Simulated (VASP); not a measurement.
# Al3Cu (P4/mmm) in VASP: a series of runs, part 2 of 2

VASP 6.6.1. The steps go on from the part before.

**3. Single point, PBEsol**

Contents of INCAR:

```
SYSTEM = Al3Cu
PREC     = Accurate       ! precision mode
ENCUT    = 600            ! plane-wave cutoff, eV
EDIFF    = 1E-6           ! SCF threshold, eV
ISMEAR   = 1              ! smearing method
SIGMA    = 0.05           ! smearing width, eV
LREAL    = .False.        ! projectors in reciprocal space
LASPH    = .True.         ! aspherical terms in the spheres
NELM     = 120            ! most SCF steps
ALGO     = Normal         ! electronic algorithm
ISIF     = 2              ! what is computed and relaxed
LWAVE    = .False.        ! write WAVECAR
LCHARG   = .False.        ! write CHGCAR
GGA      = PS             ! functional
NBANDS   = 18             ! bands
GGA_COMPAT= .False.
```

Contents of KPOINTS:

```
regular mesh
0
Gamma
  4 4 2
  0 0 0
```

Contents of POSCAR:

```
Al3Cu
1.0
    2.7784050000      0.0000000000      0.0000000000
    0.0000000000      2.7784050000      0.0000000000
    0.0000000000      0.0000000000      7.5134030000
Al Cu
3 1
Direct
    0.0000000000      0.0000000000      0.5000000000
    0.5000000000      0.5000000000      0.2261160000
    0.5000000000      0.5000000000      0.7738840000
    0.0000000000      0.0000000000      0.0000000000
```

Potentials or basis: VASP PAW PBE potentials, release 64 (Al, Cu).

Command:

```
$ cat potpaw_PBE.64/Al/POTCAR potpaw_PBE.64/Cu/POTCAR > POTCAR
$ mpirun -np 1 vasp_std > vasp.out
```

OUTCAR:

```text
SYSTEM = Al3Cu
   PREC = Accurate
   ENCUT = 600
   EDIFF = 1E-6
   ISMEAR = 1
   LREAL = .False.
   LASPH = .True.
   NELM = 120
   ISIF = 2
   GGA = PS

 ion  position               nearest neighbor table
   1  0.000  0.000  0.500-   2 2.85   3 2.85   2 2.85   3 2.85   2 2.85   3 2.85   2 2.85   3 2.85

   2  0.500  0.500  0.226-   4 2.60   4 2.60   4 2.60   4 2.60   1 2.85   1 2.85   1 2.85   1 2.85

   3  0.500  0.500  0.774-   4 2.60   4 2.60   4 2.60   4 2.60   1 2.85   1 2.85   1 2.85   1 2.85

[... 441 lines left out ...]
  --------------------------------------------------------------------------------------
  -------------------------------------------------------------------------------------
  Total        1.5017332      1.5017332     -1.6227246      0.0000000      0.0000000      0.0000000
  in kB       41.4835183     41.4835183    -44.8257543      0.0000000      0.0000000      0.0000000
  external PRESSURE =      12.7137607 kB  Pullay stress =       0.0000000 kB

 VOLUME and BASIS-vectors are now :
 -----------------------------------------------------------------------------
  energy-cutoff  :      600.00
  volume of cell :       58.00
      direct lattice vectors                 reciprocal lattice vectors
     2.778405000  0.000000000  0.000000000     0.359918730  0.000000000  0.000000000
     0.000000000  2.778405000  0.000000000     0.000000000  0.359918730  0.000000000
     0.000000000  0.000000000  7.513403000     0.000000000  0.000000000  0.133095483

 POSITION                                       TOTAL-FORCE (eV/Angst)
 -----------------------------------------------------------------------------------
      0.00000      0.00000      3.75670         0.000000      0.000000      0.000000
      1.38920      1.38920      1.69890         0.000000     -0.000000      0.337663
      1.38920      1.38920      5.81450        -0.000000      0.000000     -0.337663
      0.00000      0.00000      0.00000         0.000000      0.000000      0.000000
 -----------------------------------------------------------------------------------
    total drift:                                0.000000      0.000000     -0.000000

  FREE ENERGIE OF THE ION-ELECTRON SYSTEM (eV)
  ---------------------------------------------------
  free  energy   TOTEN  =       -16.5205007688 eV

  energy  without entropy=      -16.5185055522  energy(sigma->0) =      -16.51983570
```

OSZICAR:

```text
N       E                     dE             d eps       ncg     rms          rms(c)
DAV:   1     0.805271916357E+02    0.80527E+02   -0.91273E+03   432   0.131E+03
DAV:   2    -0.147228612117E+02   -0.95250E+02   -0.88400E+02   442   0.231E+02
DAV:   3    -0.197423760189E+02   -0.50195E+01   -0.46600E+01   584   0.571E+01
DAV:   4    -0.198761646342E+02   -0.13379E+00   -0.13342E+00   624   0.723E+00
DAV:   5    -0.198788489432E+02   -0.26843E-02   -0.26834E-02   640   0.983E-01    0.198E+01
DAV:   6    -0.289400976188E+02   -0.90612E+01   -0.15274E+02   522   0.287E+02    0.179E+01
DAV:   7    -0.176327636004E+02    0.11307E+02   -0.32061E+01   586   0.856E+01    0.690E+00
DAV:   8    -0.166931507283E+02    0.93961E+00   -0.27756E+00   614   0.369E+01    0.263E+00
DAV:   9    -0.165749676375E+02    0.11818E+00   -0.13027E+00   572   0.327E+01    0.191E+00
DAV:  10    -0.165205070181E+02    0.54461E-01   -0.25531E-01   672   0.120E+01    0.307E-01
DAV:  11    -0.165235705816E+02   -0.30636E-02   -0.85242E-03   660   0.212E+00    0.422E-01
DAV:  12    -0.165205711582E+02    0.29994E-02   -0.66296E-03   582   0.238E+00    0.116E-01
DAV:  13    -0.165205026426E+02    0.68516E-04   -0.71538E-04   676   0.511E-01    0.110E-02
DAV:  14    -0.165205010282E+02    0.16144E-05   -0.25362E-05   682   0.508E-02    0.438E-03
DAV:  15    -0.165205007688E+02    0.25941E-06   -0.85498E-07   288   0.187E-02
   1 F= -.16520501E+02 E0= -.16519836E+02  d E =-.199522E-02
```

stdout:

```text
POSCAR found type information on POSCAR AlCu
 POSCAR found :  2 types and       4 ions
 scaLAPACK will be used
 -----------------------------------------------------------------------------
|                                                                             |
|                                                                             |
|     You enforced a specific xc type in the INCAR file but a different       |
|     I HOPE YOU KNOW WHAT YOU ARE DOING!                                     |
|                                                                             |
 -----------------------------------------------------------------------------

 LDA part: xc-table for (Slater+PW92), standard interpolation
 POSCAR, INCAR and KPOINTS ok, starting setup
 FFT: planning ... GRIDC
 FFT: planning ... GRID_SOFT
 FFT: planning ... GRID
 WAVECAR not read
 entering main loop
```

Run time: 8.1 s. Hardware: 1 thread of Intel Xeon 6975P-C (Granite Rapids), shared host; peak memory 0.17 GiB.

Results:

```yaml
Free_energy: -16.5205 eV
Pressure: 1.3 GPa
Largest_force: 0.338 eV/Å
Band_gap_on_the_k_mesh: zero (bands 10 and 11 overlap by 6.31 eV)
```

Forces in eV/Å, atoms in the order of the input:
```
Al   0.000  0.000  0.000
Al   0.000  0.000  0.338
Al   0.000  0.000 -0.338
Cu   0.000  0.000  0.000
```

Caveat: the k points lie up to 0.57 Å⁻¹ apart, too coarse for converged energies and pressures of a metal; the PAW data sets were made with another functional, which shifts forces and pressure a little.
